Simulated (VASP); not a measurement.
# Al (P6_3/mmc) in VASP: a series of runs, part 2 of 2

VASP 6.6.1. The steps go on from the part before.

## 3. Relaxation of cell and atoms, PBE

This run uses another cell than the first one, of 16.54 Å³/atom.

INCAR reads:

```
SYSTEM = Al
ALGO     = Normal         ! electronic algorithm
EDIFF    = 1E-7           ! SCF threshold, eV
EDIFFG   = -0.01          ! ionic threshold
ENCUT    = 500            ! plane-wave cutoff, eV
GGA      = PE             ! functional
GGA_COMPAT= .FALSE.      
IBRION   = 2              ! ionic algorithm
ISIF     = 3              ! what is computed and relaxed
ISMEAR   = 1              ! smearing method
LASPH    = .TRUE.         ! aspherical terms in the spheres
LCHARG   = .FALSE.        ! write CHGCAR
LREAL    = .FALSE.        ! projectors in reciprocal space
LWAVE    = .FALSE.        ! write WAVECAR
NELM     = 120            ! most SCF steps
NELMIN   = 4            
NSW      = 60             ! ionic steps
PREC     = Accurate       ! precision mode
SIGMA    = 0.1            ! smearing width, eV
```

KPOINTS reads:

```
k-points
0
G
  9 9 5
  0 0 0
```

POSCAR reads:

```
Al
1.0
    2.8600000000      0.0000000000      0.0000000000
   -1.4300000000      2.4768326548      0.0000000000
    0.0000000000      0.0000000000      4.6703800000
Al
2
Direct
    0.3333333333      0.6666666667      0.2500000000
    0.6666666667      0.3333333333      0.7500000000
```

Potentials or basis: VASP PAW PBE potentials, release 64 (Al).

Run with:

```
$ cat potpaw_PBE.64/Al/POTCAR > POTCAR
$ mpirun -np 1 vasp_std > vasp.out
```

OUTCAR:

```text
SYSTEM = Al
   EDIFF = 1E-7
   EDIFFG = -0.01
   ENCUT = 500
   GGA = PE
   IBRION = 2
   ISIF = 3
   ISMEAR = 1
   LASPH = .TRUE.
   LREAL = .FALSE.
   NELM = 120
   NELMIN = 4
   NSW = 60
   PREC = Accurate

 ion  position               nearest neighbor table
   1  0.333  0.667  0.250-   2 2.86   2 2.86   2 2.86   2 2.86   2 2.86   2 2.86
   2  0.667  0.333  0.750-   1 2.86   1 2.86   1 2.86   1 2.86   1 2.86   1 2.86

  LATTYP: Found a hexagonal cell.
 ALAT       =     2.8600000000
 C/A-ratio  =     1.6330000000

  Lattice vectors:

 A1 = (   2.8600000000,   0.0000000000,   0.0000000000)
 A2 = (  -1.4300000000,   2.4768326548,   0.0000000000)
 A3 = (   0.0000000000,   0.0000000000,   4.6703800000)

Analysis of symmetry for initial positions (statically):
=====================================================================
 Subroutine PRICEL returns:
 Original cell was already a primitive cell.

 Routine SETGRP: Setting up the symmetry group for a
 hexagonal supercell.

 Subroutine GETGRP returns: Found 24 space group operations
 (whereof 12 operations were pure point group operations)
 out of a pool of 24 trial point group operations.

The static configuration has the point symmetry D_3d.
 The point group associated with its full space group is D_6h.

Analysis of symmetry for dynamics (positions and initial velocities):
=====================================================================
 Subroutine PRICEL returns:
 Original cell was already a primitive cell.

 Routine SETGRP: Setting up the symmetry group for a
 hexagonal supercell.

 Subroutine GETGRP returns: Found 24 space group operations
 (whereof 12 operations were pure point group operations)
 out of a pool of 24 trial point group operations.

The dynamic configuration has the point symmetry D_3d.
 The point group associated with its full space group is D_6h.

 Subroutine INISYM returns: Found 24 space group operations
 (whereof 12 operations are pure point group operations),
[... 130 lines left out ...]
  energy-cutoff  :      500.00
  volume of cell :       33.08
 maximum number of plane-waves:       854
 NGX is ok and might be reduce to    24
   NGX = 11   NGY = 11   NGZ = 17

--------------------------------------- Ionic step        1  -------------------------------------------

 number of electron       6.0000000 magnetization

 Free energy of the ion-electron system (eV)
  ---------------------------------------------------
  ext. energy  EPLUGINS =         0.00000000
  ---------------------------------------------------
  free energy    TOTEN  =        -7.42158631 eV

  energy without entropy =       -7.41961320  energy(sigma->0) =       -7.42092860

------------------------ aborting loop because EDIFF is reached ----------------------------------------

  FORCE on cell =-STRESS in cart. coord.  units (eV):
  Direction    XX          YY          ZZ          XY          YZ          ZX
  --------------------------------------------------------------------------------------
  -------------------------------------------------------------------------------------
  Total       -0.1062010     -0.1062010      0.4665264      0.0000000      0.0000000      0.0000000
  in kB       -5.1430919     -5.1430919     22.5928977      0.0000000      0.0000000      0.0000000
  external PRESSURE =       4.1022379 kB  Pullay stress =       0.0000000 kB
[... 203 lines left out ...]
--------------------------------------- Ionic step        7  -------------------------------------------

 number of electron       6.0000000 magnetization

 Free energy of the ion-electron system (eV)
  ---------------------------------------------------
  ext. energy  EPLUGINS =         0.00000000
  ---------------------------------------------------
  free energy    TOTEN  =        -7.44865651 eV

  energy without entropy =       -7.44761890  energy(sigma->0) =       -7.44831064

 E-fermi :   7.9782     XC(G=0): -10.1569

 val. band max:        7.7311394895   @ k =   0.3333  -0.0000   0.0000
 cond. band min:       7.9958861277   @ k =   0.3333   0.2222   0.2000
 fundamental gap:      0.2647466381
 Fermi energy:         7.9781934628

 k-point     1 :       0.0000    0.0000    0.0000
  band No.  band energies     occupation
      1      -3.1769      2.00000
      2       2.8232      2.00000
      3       3.0597      2.00000
      4      19.0395      0.00000
      5      19.3152      0.00000
      6      19.3152      0.00000
      7      19.5417      0.00000
[... 221 lines left out ...]
 k-point    24 :       0.3333    0.3333    0.2000
  band No.  band energies     occupation
      1       5.0395      2.00000
      2       5.0395      2.00000
      3       5.2008      2.00000
      4       8.5903     -0.00000
      5       8.8684     -0.00000
      6       8.8684     -0.00000
      7      13.5492      0.00000

 [... further k-points ...]

------------------------ aborting loop because EDIFF is reached ----------------------------------------

  FORCE on cell =-STRESS in cart. coord.  units (eV):
  Direction    XX          YY          ZZ          XY          YZ          ZX
  --------------------------------------------------------------------------------------
  -------------------------------------------------------------------------------------
  Total        0.0028896      0.0028896     -0.0022143      0.0000000     -0.0000000      0.0000000
  in kB        0.1387838      0.1387838     -0.1063493      0.0000000     -0.0000000      0.0000000
  external PRESSURE =       0.0570728 kB  Pullay stress =       0.0000000 kB
[... 17 lines left out ...]
  FREE ENERGIE OF THE ION-ELECTRON SYSTEM (eV)
  ---------------------------------------------------
  free  energy   TOTEN  =        -7.4486565144 eV

  energy  without entropy=       -7.4476188953  energy(sigma->0) =       -7.44831064

 reached required accuracy - stopping structural energy minimisation
```

It took 28 s on 1 thread of Intel Xeon Platinum 8259CL at 2.50GHz (Skylake/Cascade Lake), shared host; peak memory 0.14 GiB.

What came out:

| Quantity | Value |
| --- | --- |
| Free energy | -7.4487 eV |
| Relaxed volume | 16.68 Å³/atom |
| Relaxed cell | a = 2.813 Å, b = 2.813 Å, c = 4.868 Å, α = 90.00°, β = 90.00°, γ = 120.00° |
| Space group after relaxing (to 0.1 Å) | P6_3/mmc (No. 194) |
| Energy gained by relaxing | 13.5 meV/atom |
| Ionic steps | 7 |
| Pressure after relaxing | 0.0 GPa |
| Band gap on the k mesh | zero (bands 3 and 4 overlap by 4.66 eV) |

Step by step:
```
step  energy change (eV)  largest force (eV/Å)  pressure (GPa)  volume (Å³)
   1              0.0000                0.0000            0.41        33.08
   2             -0.0079                0.0000           -0.17        33.28
   3             -0.0249                0.0000           -1.17        33.87
   4             -0.0250                0.0000           -0.04        33.44
   5             -0.0262                0.0000           -0.64        33.66
   6             -0.0271                0.0000           -0.05        33.39
   7             -0.0271                0.0000            0.01        33.36
```

Final structure:
```
Al
1.0
     2.81306    0.00000    0.00000
    -1.40653    2.43618    0.00000
     0.00000    0.00000    4.86768
Al
2
Direct
  0.33333 0.66667 0.25000
  0.66667 0.33333 0.75000
```
